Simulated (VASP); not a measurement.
# YAl3N4 (P4/mmm) in VASP: further runs, part 2 of 2

VASP 6.6.1.

**4. Single point, PBE, collinear spin, ferromagnetic start**

This run uses another cell than the first one, of 13.97 Å³/atom.

File INCAR:

```
SYSTEM = YAl3N4
PREC = Accurate
ENCUT = 520
EDIFF = 1E-7
ISMEAR = 0
SIGMA = 0.1
LREAL = .False.
LASPH = .True.
NELM = 150
ALGO = Normal
ISIF = 2
LWAVE = .False.
LCHARG = .False.
ISPIN = 2
MAGMOM = 0 0 0 0 1 1 1 1
LORBIT = 11
LMAXMIX = 4
GGA = PE
NBANDS = 34
```

File KPOINTS:

```
regular mesh
0
Gamma
  6 6 2
  0 0 0
```

File POSCAR:

```
YAl3N4
1.0
    3.4059072300      0.0000000000      0.0000000000
    0.0000000000      3.4059072300      0.0000000000
    0.0000000000      0.0000000000      9.6333604000
Y Al N
1 3 4
Direct
    0.5000000000      0.5000000000      0.0000000000
    0.0000000000      0.0000000000      0.7500000000
    0.0000000000      0.0000000000      0.2500000000
    0.5000000000      0.5000000000      0.5000000000
    0.0000000000      0.0000000000      0.0000000000
    0.5000000000      0.5000000000      0.2500000000
    0.0000000000      0.0000000000      0.5000000000
    0.5000000000      0.5000000000      0.7500000000
```

Potentials or basis: VASP PAW PBE potentials, release 64 (Y_sv, Al, N).

Run with:

```
> cat potpaw_PBE.64/Y_sv/POTCAR potpaw_PBE.64/Al/POTCAR potpaw_PBE.64/N/POTCAR > POTCAR
> mpirun -np 1 vasp_std > vasp.out
```

OUTCAR:

```text
SYSTEM = YAl3N4
   PREC = Accurate
   ENCUT = 520
   EDIFF = 1E-7
   ISMEAR = 0
   LREAL = .False.
   LASPH = .True.
   NELM = 150
   ISIF = 2
   ISPIN = 2
   LORBIT = 11
   GGA = PE

 ion  position               nearest neighbor table
   1  0.500  0.500  0.000-   5 2.41   5 2.41   5 2.41   5 2.41   8 2.41   6 2.41   3 3.41   3 3.41
                             2 3.41   3 3.41   2 3.41   2 3.41   3 3.41   2 3.41
   2  0.000  0.000  0.750-   8 2.41   8 2.41   8 2.41   8 2.41   5 2.41   7 2.41   1 3.41   1 3.41
                             1 3.41   1 3.41
   3  0.000  0.000  0.250-   6 2.41   6 2.41   6 2.41   6 2.41   7 2.41   5 2.41   1 3.41   1 3.41
                             1 3.41   1 3.41
   4  0.500  0.500  0.500-   7 2.41   7 2.41   7 2.41   7 2.41   8 2.41   6 2.41
   5  0.000  0.000  0.000-   1 2.41   1 2.41   1 2.41   1 2.41   3 2.41   2 2.41
   6  0.500  0.500  0.250-   3 2.41   3 2.41   3 2.41   3 2.41   4 2.41   1 2.41
[... 1634 lines left out ...]
 VOLUME and BASIS-vectors are now :
 -----------------------------------------------------------------------------
  energy-cutoff  :      520.00
  volume of cell :      111.75
      direct lattice vectors                 reciprocal lattice vectors
     3.405907230  0.000000000  0.000000000     0.293607527  0.000000000  0.000000000
     0.000000000  3.405907230  0.000000000     0.000000000  0.293607527  0.000000000
     0.000000000  0.000000000  9.633360400     0.000000000  0.000000000  0.103805937

 POSITION                                       TOTAL-FORCE (eV/Angst)
 -----------------------------------------------------------------------------------
      1.70295      1.70295      0.00000         0.000000      0.000000     -0.000000
      0.00000      0.00000      7.22502         0.000000      0.000000     -0.589213
      0.00000      0.00000      2.40834         0.000000      0.000000      0.589213
      1.70295      1.70295      4.81668         0.000000      0.000000     -0.000000
      0.00000      0.00000      0.00000         0.000000      0.000000     -0.000000
      1.70295      1.70295      2.40834         0.000000      0.000000      1.389415
      0.00000      0.00000      4.81668         0.000000      0.000000     -0.000000
      1.70295      1.70295      7.22502         0.000000     -0.000000     -1.389415
 -----------------------------------------------------------------------------------
    total drift:                                0.000000      0.000000     -0.000000

  FREE ENERGIE OF THE ION-ELECTRON SYSTEM (eV)
  ---------------------------------------------------
  free  energy   TOTEN  =       -54.9487279676 eV

  energy  without entropy=      -54.9462749955  energy(sigma->0) =      -54.94750148

 total charge

# of ion       s       p       d       f       tot
--------------------------------------------------
    1        2.199   6.538   1.023   0.115   9.874
    2        0.322   0.227   0.000   0.000   0.549
    3        0.322   0.227   0.000   0.000   0.549
    4        0.316   0.224   0.000   0.000   0.541
    5        1.246   2.391   0.000   0.000   3.637
    6        1.254   2.291   0.000   0.000   3.545
    7        1.251   2.264   0.000   0.000   3.516
    8        1.254   2.291   0.000   0.000   3.545
--------------------------------------------------
tot          8.163  16.453   1.023   0.115  25.754

 magnetization (x)

# of ion       s       p       d       f       tot
--------------------------------------------------
    1        0.000   0.000   0.000  -0.000   0.000
    2        0.000   0.000   0.000   0.000   0.000
    3        0.000   0.000   0.000   0.000   0.000
    4       -0.000  -0.000   0.000   0.000  -0.000
    5       -0.000  -0.000   0.000   0.000  -0.000
    6        0.000  -0.000   0.000   0.000  -0.000
    7        0.000   0.000   0.000   0.000   0.000
    8        0.000  -0.000   0.000   0.000  -0.000
--------------------------------------------------
tot          0.000  -0.000   0.000  -0.000  -0.000
```

OSZICAR:

```text
N       E                     dE             d eps       ncg     rms          rms(c)
DAV:   1     0.154520093110E+03    0.15452E+03   -0.18120E+04  2720   0.107E+03
DAV:   2    -0.465318442453E+02   -0.20105E+03   -0.19016E+03  3494   0.234E+02
DAV:   3    -0.616745056915E+02   -0.15143E+02   -0.15001E+02  3926   0.574E+01
DAV:   4    -0.621887450501E+02   -0.51424E+00   -0.51329E+00  4064   0.858E+00
DAV:   5    -0.621955449998E+02   -0.67999E-02   -0.67989E-02  3568   0.943E-01    0.378E+01
DAV:   6    -0.549319925678E+02    0.72636E+01   -0.32422E+01  3342   0.254E+01    0.325E+01
DAV:   7    -0.549514546100E+02   -0.19462E-01   -0.27362E+00  3344   0.713E+00    0.222E+01
DAV:   8    -0.549858261947E+02   -0.34372E-01   -0.10390E+00  3336   0.480E+00    0.599E+00
DAV:   9    -0.549468629884E+02    0.38963E-01   -0.21017E-01  3378   0.202E+00    0.138E+00
DAV:  10    -0.549487243145E+02   -0.18613E-02   -0.27717E-02  3376   0.771E-01    0.631E-01
DAV:  11    -0.549485711354E+02    0.15318E-03   -0.31158E-03  3554   0.284E-01    0.214E-01
DAV:  12    -0.549486876772E+02   -0.11654E-03   -0.66028E-04  3388   0.144E-01    0.715E-02
DAV:  13    -0.549487281966E+02   -0.40519E-04   -0.13020E-04  3572   0.532E-02    0.296E-02
DAV:  14    -0.549487276852E+02    0.51137E-06   -0.12790E-05  3762   0.164E-02    0.212E-02
DAV:  15    -0.549487282269E+02   -0.54168E-06   -0.41444E-06  3572   0.901E-03    0.103E-02
DAV:  16    -0.549487280203E+02    0.20651E-06   -0.11668E-06  3560   0.529E-03    0.215E-03
DAV:  17    -0.549487279676E+02    0.52724E-07   -0.23720E-07  2570   0.226E-03
   1 F= -.54948728E+02 E0= -.54947501E+02  d E =-.245297E-02  mag=    -0.0001
```

stdout:

```text
POSCAR found type information on POSCAR Y AlN
 POSCAR found :  3 types and       8 ions
 scaLAPACK will be used
 LDA part: xc-table for (Slater+PW92), standard interpolation
 POSCAR, INCAR and KPOINTS ok, starting setup
 FFT: planning ... GRIDC
 FFT: planning ... GRID_SOFT
 FFT: planning ... GRID
 WAVECAR not read
 entering main loop
```

It took 4 min on 1 thread of Intel Xeon Platinum 8375C at 2.90GHz (Ice Lake), shared host; peak memory 0.34 GiB.

Results:

- Free energy: -54.9487 eV
- Pressure: -30.7 GPa
- Largest force: 1.389 eV/Å
- Band gap on the k mesh: zero (filled and empty bands touch)
- Net moment: 0.00 μB per cell
- Valence electrons inside the program's atomic spheres: Y 9.87; Al 0.55, 0.54 (each value once); N 3.64, 3.54, 3.52 (each value once)

Forces on the atoms (eV/Å):
```
Y    0.000  0.000  0.000
Al   0.000  0.000 -0.589
Al   0.000  0.000  0.589
Al   0.000  0.000  0.000
N    0.000  0.000  0.000
N    0.000  0.000  1.389
N    0.000  0.000  0.000
N    0.000  0.000 -1.389
```

Caveat: the cell stands under tension; forces of over 1 eV/Å act on the atoms, so gaps and moduli don't describe the material at rest.

**5. Relaxation of cell and atoms, PBE**

File INCAR:

```
PREC = Accurate
ENCUT = 600
EDIFF = 1E-6
ISMEAR = 0
SIGMA = 0.02
LREAL = False
LASPH = True
NELM = 80
ALGO = Normal
ISIF = 3
LWAVE = False
LCHARG = False
GGA = PE
IBRION = 2
NSW = 100
EDIFFG = -0.01
```

File KPOINTS:

```
regular mesh
0
Gamma
  8 8 4
```

File POSCAR:

```
YAl3N4
1.0
    3.1565135276      0.0000000000      0.0000000000
    0.0000000000      3.1565135276      0.0000000000
    0.0000000000      0.0000000000      8.4377587896
Y Al N
1 3 4
Direct
    0.5000000000      0.5000000000      0.0000000000
    0.0000000000      0.0000000000      0.7293129424
    0.0000000000      0.0000000000      0.2706870576
    0.5000000000      0.5000000000      0.5000000000
    0.0000000000      0.0000000000      0.0000000000
    0.5000000000      0.5000000000      0.2743854632
    0.0000000000      0.0000000000      0.5000000000
    0.5000000000      0.5000000000      0.7256145368
```

Run with:

```
> cat potpaw_PBE.64/Y_sv/POTCAR potpaw_PBE.64/Al/POTCAR potpaw_PBE.64/N/POTCAR > POTCAR
> mpirun -np 1 vasp_std > vasp.out
```

Wall time 6.7 min (1 thread of Intel Xeon Platinum 8375C at 2.90GHz (Ice Lake), shared host); peak memory 0.31 GiB.

Results (log left out):

```
Free energy                           : -59.4423 eV
Relaxed volume                        : 10.48 Å³/atom
Relaxed cell                          : a = 3.153 Å, b = 3.153 Å, c = 8.436 Å, α = 90.00°, β = 90.00°, γ = 90.00°
Space group after relaxing (to 0.1 Å) : P4/mmm (No. 123)
Energy gained by relaxing             : 0.0 meV/atom
Ionic steps                           : 4
Pressure after relaxing               : 0.0 GPa
Band gap on the k mesh                : 0.86 eV
```

Forces on the atoms (eV/Å):
```
Y    0.000  0.000  0.000
Al   0.000  0.000  0.001
Al   0.000  0.000 -0.001
Al   0.000  0.000  0.000
N    0.000  0.000  0.000
N    0.000  0.000 -0.002
N    0.000  0.000  0.000
N    0.000  0.000  0.002
```

Step by step:
```tsv
step	energy change (eV)	largest force (eV/Å)	pressure (GPa)	volume (Å³)
1	0.0000	0.0122	-0.45	84.07
2	-0.0001	0.0237	0.39	83.71
3	-0.0003	0.0138	0.02	83.87
4	-0.0003	0.0021	0.01	83.86
```

Final structure:
```yaml
crystal:
  lattice:
    - [3.15293, 0.00000, 0.00000]
    - [0.00000, 3.15293, 0.00000]
    - [0.00000, 0.00000, 8.43562]
  atoms:
    - { symbol: Y, position: [0.50000, 0.50000, 0.00000] }
    - { symbol: Al, position: [0.00000, 0.00000, 0.72939] }
    - { symbol: Al, position: [0.00000, 0.00000, 0.27061] }
    - { symbol: Al, position: [0.50000, 0.50000, 0.50000] }
    - { symbol: N, position: [0.00000, 0.00000, 0.00000] }
    - { symbol: N, position: [0.50000, 0.50000, 0.27429] }
    - { symbol: N, position: [0.00000, 0.00000, 0.50000] }
    - { symbol: N, position: [0.50000, 0.50000, 0.72571] }
```

Levels at points of the mesh, in eV from the valence-band top:
```csv
k point,band 16,band 17,band 18,band 19,band 20,band 21,band 22,band 23,band 24,band 25
"(0.00, 0.00, 0.00)",-1.01,-0.75,-0.75,0.00,0.00,0.86,1.82,4.19,4.76,5.10
"(0.50, 0.00, 0.00)",-2.00,-1.61,-1.55,-1.54,-1.39,4.05,4.14,5.85,6.08,6.94
"(0.50, 0.50, 0.00)",-2.93,-2.93,-1.95,-0.31,-0.31,1.85,2.26,2.26,5.13,5.31
"(0.00, 0.00, 0.50)",-2.07,-0.78,-0.78,-0.09,-0.09,0.87,2.99,3.38,4.81,4.86
"(0.50, 0.00, 0.50)",-2.44,-1.69,-1.54,-1.47,-1.31,4.76,4.96,5.01,5.06,6.55
"(0.50, 0.50, 0.50)",-3.19,-3.02,-2.95,-0.44,-0.44,2.92,2.92,3.02,3.80,5.83
```

**6. Overview**

```tsv
task	spin	cell	k mesh	cutoff (eV)	smearing	gap on the mesh (eV)	pressure (GPa)	relaxed volume (Å³/atom)	largest force (eV/Å)
single point	off	a = 3.155, b = 3.155, c = 8.441 Å, 8 atoms, atomic positions A	8 × 8 × 4	520	gaussian 0.02 eV	0.87	-0.3	-	0.01
relaxation of cell and atoms	off	relaxed from a = 3.406, b = 3.406, c = 9.633 Å, 8 atoms, atomic positions B	6 × 6 × 2	600	gaussian 0.1 eV	0.85	-0.1	10.49	0.02
single point	collinear, ferromagnetic start	a = 3.406, b = 3.406, c = 9.633 Å, 8 atoms, atomic positions B	6 × 6 × 2	520	gaussian 0.1 eV	none	-30.7	-	1.39
relaxation of cell and atoms	off	relaxed from a = 3.157, b = 3.157, c = 8.438 Å, 8 atoms, atomic positions A	8 × 8 × 4	600	gaussian 0.02 eV	0.86	0.0	10.48	-
```

Alike in all rows: level PBE; potentials or basis VASP PAW PBE potentials, release 64 (Y_sv, Al, N).

Caveats: the volume moved by over 15 % at a fixed basis, so the end points are rough (at least some runs); the cell stands under tension (at least some runs); forces of over 1 eV/Å act on the atoms, so gaps and moduli don't describe the material at rest (at least some runs).

Absolute energies hang on the potentials; compare differences alone.
